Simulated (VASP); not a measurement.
# LiF (I4/mmm) in VASP: a series of runs

The runs below take LiF through single point, with PBEsol.

Program: VASP 6.6.1. These are calculated values, not measurements. Logs are shortened: lines on timing, memory, paths and dates and some standing lists are left out, and cuts for length are marked.

### Step 1. The cell of the first run

The structure is tetragonal, space group I4/mmm (No. 139). The conventional cell has a = 2.848 Å, b = 2.848 Å, c = 3.575 Å, α = 90.00°, β = 90.00°, γ = 90.00°. Li (site symmetry 4/mmm) has 6 F at 1.79 to 2.01 Å within 2.4 Å. Within 2.4 Å of F (site symmetry 4/mmm) lie 6 Li at 1.79 to 2.01 Å.

### Step 2. Single point, PBEsol (strain -0.1125 x Voigt [1, 0, 0, 0, 0, 0])

Input file INCAR:

```
ALGO = Normal ; EDIFF = 1E-7
ENCUT = 520 ; GGA = PS
ISIF = 2 ; ISMEAR = 0
LASPH = T ; LCHARG = F
LREAL = F ; LWAVE = F
NBANDS = 12 ; NELM = 80
PREC = Accurate ; SIGMA = 0.05
```

Input file KPOINTS:

```
k-points
0
Gamma
  10 10 10
```

Input file POSCAR:

```
LiF
1.0
    0.0000000000      2.0140000000      2.0140000000
    1.7874250000      0.0000000000      2.0140000000
    1.7874250000      2.0140000000      0.0000000000
Li F
1 1
Direct
    0.0000000000      0.0000000000      0.0000000000
    0.5000000000      0.5000000000      0.5000000000
```

Potentials or basis: VASP PAW PBE potentials, release 64 (Li_sv, F).

Command:

```
cat potpaw_PBE.64/Li_sv/POTCAR potpaw_PBE.64/F/POTCAR > POTCAR
mpirun -np 1 vasp_std > vasp.out
```

OUTCAR:

```text
EDIFF = 1E-7
   ENCUT = 520
   GGA = PS
   ISIF = 2
   ISMEAR = 0
   LASPH = T
   LREAL = F
   NELM = 80
   PREC = Accurate

 ion  position               nearest neighbor table
   1  0.000  0.000  0.000-   2 1.79   2 1.79   2 2.01   2 2.01   2 2.01   2 2.01
   2  0.500  0.500  0.500-   1 1.79   1 1.79   1 2.01   1 2.01   1 2.01   1 2.01

  LATTYP: Found a body centered tetragonal cell.
 ALAT       =     2.8482261146
 C/A-ratio  =     1.2551145366

  Lattice vectors:

 A1 = (  -1.7874250000,   0.0000000000,  -2.0140000000)
 A2 = (  -1.7874250000,   0.0000000000,   2.0140000000)
 A3 = (   1.7874250000,   2.0140000000,   0.0000000000)

Analysis of symmetry for initial positions (statically):
=====================================================================
 Subroutine PRICEL returns:
 Original cell was already a primitive cell.

 Routine SETGRP: Setting up the symmetry group for a
 body centered tetragonal supercell.

 Subroutine GETGRP returns: Found 16 space group operations
 (whereof 16 operations were pure point group operations)
 out of a pool of 16 trial point group operations.

The static configuration has the point symmetry D_4h.

Analysis of symmetry for dynamics (positions and initial velocities):
=====================================================================
 Subroutine PRICEL returns:
 Original cell was already a primitive cell.

 Routine SETGRP: Setting up the symmetry group for a
 body centered tetragonal supercell.

 Subroutine GETGRP returns: Found 16 space group operations
 (whereof 16 operations were pure point group operations)
 out of a pool of 16 trial point group operations.

The dynamic configuration has the point symmetry D_4h.

 Subroutine INISYM returns: Found 16 space group operations
 (whereof 16 operations are pure point group operations),
 and found     1 'primitive' translations

----------------------------------------------------------------------------------------

                                     Primitive cell

  volume of cell :      14.5003

  direct lattice vectors                    reciprocal lattice vectors
     0.000000000  2.014000000  2.014000000    -0.279732017  0.248262165  0.248262165
     1.787425000  0.000000000  2.014000000     0.279732017 -0.248262165  0.248262165
     1.787425000  2.014000000  0.000000000     0.279732017  0.248262165 -0.248262165

  length of vectors
     2.848226115  2.692783714  2.692783714     0.448907793  0.448907793  0.448907793

  position of ions in fractional coordinates (direct lattice)
     0.000000000  0.000000000  0.000000000
     0.500000000  0.500000000  0.500000000

  ion indices of the primitive-cell ions
[... 83 lines left out ...]
   POTIM  = 0.5000    time-step for ionic-motion
   TEBEG  =    0.0;   TEEND  =   0.0 temperature during run
   PSTRESS=    0.0 pullay stress
   NELECT =      10.0000    total number of electrons
   NUPDOWN=      -1.0000    fix difference up-down
   EMIN   =  10.00;   EMAX   =-10.00  energy-range for DOS
   EFERMI =   0.00;   METHOD = LEGACY
   ISMEAR =     0;   SIGMA  =   0.05  broadening in eV -4-tet -1-fermi 0-gaus
   EFERMI_NEDOS =   21; number of points for ismear=-14 and -15
   IALGO  =     38    algorithm
   IMIX   =      4    mixing-type and parameters
     AMIX     =   0.40;   BMIX     =  1.00
     AMIX_MAG =   1.60;   BMIX_MAG =  1.00
  volume/ion in A,a.u.               =       7.25        48.93
  Fermi-wavevector in a.u.,A,eV,Ry     =   1.446381  2.733263 28.463616  2.092017
  Thomas-Fermi vector in A             =   2.564456
   LORBIT       =      0    0 simple, 1 ext, 2 COOP (PROOUT), +10 PAW based schemes
   GGA     = PS    functional components
   LHFCALC =     F    Hartree Fock is set to
   AEXX    =    0.0000 exact exchange contribution
   IVDW    =     0    specifies the selected vdW correction
   LEPSILON=     F    determine dielectric tensor
   LRPA    =     F    only Hartree local field effects (RPA)
 non-spin polarized calculation
 Gauss-broadening in eV      SIGMA  =   0.05
  energy-cutoff  :      520.00
  volume of cell :       14.50
 maximum number of plane-waves:       426
 NGX is ok and might be reduce to    24
   NGX = 11   NGY =  9   NGZ =  9

 number of electron      10.0000000 magnetization

 number of electron       9.9999989 magnetization

 Free energy of the ion-electron system (eV)
  ---------------------------------------------------
  ext. energy  EPLUGINS =         0.00000000
  ---------------------------------------------------
  free energy    TOTEN  =        -9.73119643 eV

  energy without entropy =       -9.73119643  energy(sigma->0) =       -9.73119643

 E-fermi :   0.0661     XC(G=0): -10.7908

 val. band max:       -0.2454568778   @ k =   0.0000   0.0000   0.0000
 cond. band min:       9.5977708698   @ k =   0.0000   0.0000   0.0000
 fundamental gap:      9.8432277476
 Fermi energy:         0.0660534623

 k-point     1 :       0.0000    0.0000    0.0000
  band No.  band energies     occupation
      1     -40.2998      2.00000
      2     -20.5504      2.00000
      3      -0.6506      2.00000
      4      -0.2455      2.00000
      5      -0.2455      2.00000
      6       9.5978      0.00000
      7      24.1075      0.00000
      8      24.1075      0.00000
      9      24.8042      0.00000
     10      24.8042      0.00000
     11      25.8734      0.00000
     12      27.3910      0.00000
[... 331 lines left out ...]
 k-point    24 :       0.4000    0.3000    0.0000
  band No.  band energies     occupation
      1     -40.1988      2.00000
      2     -19.9224      2.00000
      3      -3.1901      2.00000
      4      -1.6109      2.00000
      5      -0.9164      2.00000
      6      13.2978      0.00000
      7      17.4029      0.00000
      8      19.1657      0.00000
      9      21.5108      0.00000
     10      23.3142      0.00000
     11      35.1434      0.00000
     12      36.5939      0.00000

 [... further k-points ...]
[... 5 lines left out ...]
  --------------------------------------------------------------------------------------
  -------------------------------------------------------------------------------------
  Total        2.4540945      0.4484661      0.4484661     -0.0000000      0.0000000      0.0000000
  in kB      271.1596764     49.5522590     49.5522590     -0.0000000      0.0000000      0.0000000
  external PRESSURE =     123.4213982 kB  Pullay stress =       0.0000000 kB

 VOLUME and BASIS-vectors are now :
 -----------------------------------------------------------------------------
  energy-cutoff  :      520.00
  volume of cell :       14.50
      direct lattice vectors                 reciprocal lattice vectors
     0.000000000  2.014000000  2.014000000    -0.279732017  0.248262165  0.248262165
     1.787425000  0.000000000  2.014000000     0.279732017 -0.248262165  0.248262165
     1.787425000  2.014000000  0.000000000     0.279732017  0.248262165 -0.248262165

 POSITION                                       TOTAL-FORCE (eV/Angst)
 -----------------------------------------------------------------------------------
      0.00000      0.00000      0.00000         0.000000      0.000000     -0.000000
      1.78743      2.01400      2.01400         0.000000      0.000000      0.000000
 -----------------------------------------------------------------------------------
    total drift:                               -0.000000     -0.000000      0.000000

  FREE ENERGIE OF THE ION-ELECTRON SYSTEM (eV)
  ---------------------------------------------------
  free  energy   TOTEN  =        -9.7311964257 eV

  energy  without entropy=       -9.7311964257  energy(sigma->0) =       -9.73119643
```

Wall time 12 s (1 thread of Intel Xeon 6975P-C, shared host); peak memory 0.13 GiB.

What came out:

- Free energy: -9.7312 eV
- Band gap on the k mesh: 9.84 eV, direct

Levels at points of the mesh, in eV from the valence-band top:
| k point | band 1 | band 2 | band 3 | band 4 | band 5 | band 6 | band 7 | band 8 | band 9 | band 10 |
| --- | --- | --- | --- | --- | --- | --- | --- | --- | --- | --- |
| (0.00, 0.00, 0.00) | -40.05 | -20.30 | -0.41 | 0.00 | 0.00 | 9.84 | 24.35 | 24.35 | 25.05 | 25.05 |
| (0.50, 0.00, 0.00) | -39.94 | -19.81 | -3.01 | -0.53 | -0.25 | 11.08 | 17.83 | 18.47 | 21.04 | 31.72 |
| (0.50, 0.50, 0.00) | -39.93 | -19.47 | -3.80 | -1.60 | -0.76 | 14.98 | 17.42 | 18.70 | 21.06 | 23.34 |
| (0.00, 0.50, 0.50) | -39.89 | -19.31 | -3.61 | -1.61 | -1.61 | 15.53 | 17.40 | 19.01 | 20.33 | 20.33 |

Caveat: the cell differs from its parent crystal (strain -0.1125 x Voigt [1, 0, 0, 0, 0, 0]); the cutoff is under 1.25 times the usual one of these potentials, so pressure, stress and relaxed cells hold a basis-set (Pulay) error; the PAW data sets were made with another functional, which shifts forces and pressure a little.

### Step 3. Single point, PBEsol (strain +0.1125 x Voigt [1, 0, 0, 0, 0, 0])

Input file INCAR:

```
SYSTEM = LiF
PREC = Accurate
ENCUT = 520
EDIFF = 1E-6
ISMEAR = 0
SIGMA = 0.05
LREAL = .FALSE.
LASPH = .TRUE.
NELM = 60
ALGO = Normal
ISIF = 2
LWAVE = .FALSE.
LCHARG = .TRUE.
GGA = PS
LELF = .TRUE.
LVHAR = .TRUE.
NBANDS = 12
```

Input file KPOINTS:

```
regular mesh
0
G
  10 10 10
  0 0 0
```

Input file POSCAR:

```
LiF
1.0
    0.0000000000      2.0140000000      2.0140000000
    2.2405750000      0.0000000000      2.0140000000
    2.2405750000      2.0140000000      0.0000000000
Li F
1 1
Direct
    0.0000000000      0.0000000000      0.0000000000
    0.5000000000      0.5000000000      0.5000000000
```

Potentials or basis: VASP PAW PBE potentials, release 64 (Li_sv, F).

Command:

```
cat potpaw_PBE.64/Li_sv/POTCAR potpaw_PBE.64/F/POTCAR > POTCAR
mpirun -np 1 vasp_std > vasp.out
```

OUTCAR:

```text
SYSTEM = LiF
   PREC = Accurate
   ENCUT = 520
   EDIFF = 1E-6
   ISMEAR = 0
   LREAL = .FALSE.
   LASPH = .TRUE.
   NELM = 60
   ISIF = 2
   GGA = PS

 ion  position               nearest neighbor table
   1  0.000  0.000  0.000-   2 2.01   2 2.01   2 2.01   2 2.01   2 2.24   2 2.24
   2  0.500  0.500  0.500-   1 2.01   1 2.01   1 2.01   1 2.01   1 2.24   1 2.24

  LATTYP: Found a body centered tetragonal cell.
 ALAT       =     2.8482261146
 C/A-ratio  =     1.5733125881

  Lattice vectors:

 A1 = (   2.2405750000,   0.0000000000,   2.0140000000)
 A2 = (   2.2405750000,   0.0000000000,  -2.0140000000)
[... 540 lines left out ...]
     10      18.0001      0.00000
     11      29.6870      0.00000
     12      30.3239      0.00000

 [... further k-points ...]
[... 5 lines left out ...]
  --------------------------------------------------------------------------------------
  -------------------------------------------------------------------------------------
  Total       -0.9092763     -0.5827969     -0.5827969      0.0000000      0.0000000     -0.0000000
  in kB      -80.1489876    -51.3711613    -51.3711613      0.0000000      0.0000000     -0.0000000
  external PRESSURE =     -60.9637700 kB  Pullay stress =       0.0000000 kB

 VOLUME and BASIS-vectors are now :
 -----------------------------------------------------------------------------
  energy-cutoff  :      520.00
  volume of cell :       18.18
      direct lattice vectors                 reciprocal lattice vectors
     0.000000000  2.014000000  2.014000000    -0.223157002  0.248262165  0.248262165
     2.240575000  0.000000000  2.014000000     0.223157002 -0.248262165  0.248262165
     2.240575000  2.014000000  0.000000000     0.223157002  0.248262165 -0.248262165

 POSITION                                       TOTAL-FORCE (eV/Angst)
 -----------------------------------------------------------------------------------
      0.00000      0.00000      0.00000         0.000000     -0.000000      0.000000
      2.24058      2.01400      2.01400         0.000000      0.000000     -0.000000
 -----------------------------------------------------------------------------------
    total drift:                                0.000000     -0.000000      0.000000

  FREE ENERGIE OF THE ION-ELECTRON SYSTEM (eV)
  ---------------------------------------------------
  free  energy   TOTEN  =        -9.7935687675 eV

  energy  without entropy=       -9.7935687674  energy(sigma->0) =       -9.79356877
```

OSZICAR:

```text
N       E                     dE             d eps       ncg     rms          rms(c)
DAV:   1     0.325522724773E+02    0.32552E+02   -0.53725E+03  2504   0.840E+02
DAV:   2    -0.904710381251E+01   -0.41599E+02   -0.40266E+02  2904   0.184E+02
DAV:   3    -0.102308001042E+02   -0.11837E+01   -0.11813E+01  3192   0.277E+01
DAV:   4    -0.102440415546E+02   -0.13241E-01   -0.13241E-01  2812   0.306E+00
DAV:   5    -0.102442407807E+02   -0.19923E-03   -0.19923E-03  3248   0.282E-01    0.417E+00
DAV:   6    -0.979205011666E+01    0.45219E+00   -0.22597E+00  2776   0.895E+00    0.150E+00
DAV:   7    -0.979006568591E+01    0.19844E-02   -0.16061E-02  3148   0.113E+00    0.878E-01
DAV:   8    -0.979345525325E+01   -0.33896E-02   -0.14531E-02  3184   0.130E+00    0.119E-01
DAV:   9    -0.979349614436E+01   -0.40891E-04   -0.12474E-03  2888   0.304E-01    0.483E-02
DAV:  10    -0.979356702919E+01   -0.70885E-04   -0.16054E-04  2868   0.901E-02    0.898E-03
DAV:  11    -0.979356847255E+01   -0.14434E-05   -0.36946E-06  3060   0.194E-02    0.197E-03
DAV:  12    -0.979356876746E+01   -0.29490E-06   -0.77902E-07  2748   0.755E-03
   1 F= -.97935688E+01 E0= -.97935688E+01  d E =-.177360E-10
```

stdout:

```text
POSCAR found type information on POSCAR LiF
 POSCAR found :  2 types and       2 ions
 scaLAPACK will be used
 -----------------------------------------------------------------------------
|                                                                             |
|                                                                             |
|     You enforced a specific xc type in the INCAR file but a different       |
|     I HOPE YOU KNOW WHAT YOU ARE DOING!                                     |
|                                                                             |
 -----------------------------------------------------------------------------

 LDA part: xc-table for (Slater+PW92), standard interpolation
 POSCAR, INCAR and KPOINTS ok, starting setup
 FFT: planning ... GRIDC
 FFT: planning ... GRID_SOFT
 FFT: planning ... GRID
 WAVECAR not read
 entering main loop
```

Wall time 15 s (1 thread of Intel Xeon 6975P-C, shared host); peak memory 0.14 GiB.

Results:

```
Free energy            : -9.7936 eV
Band gap on the k mesh : 7.93 eV, direct
```

Caveat: the cell differs from its parent crystal (strain +0.1125 x Voigt [1, 0, 0, 0, 0, 0]); the cutoff is under 1.25 times the usual one of these potentials, so pressure, stress and relaxed cells hold a basis-set (Pulay) error; the PAW data sets were made with another functional, which shifts forces and pressure a little.

(Part 1 of 2 ends here.)
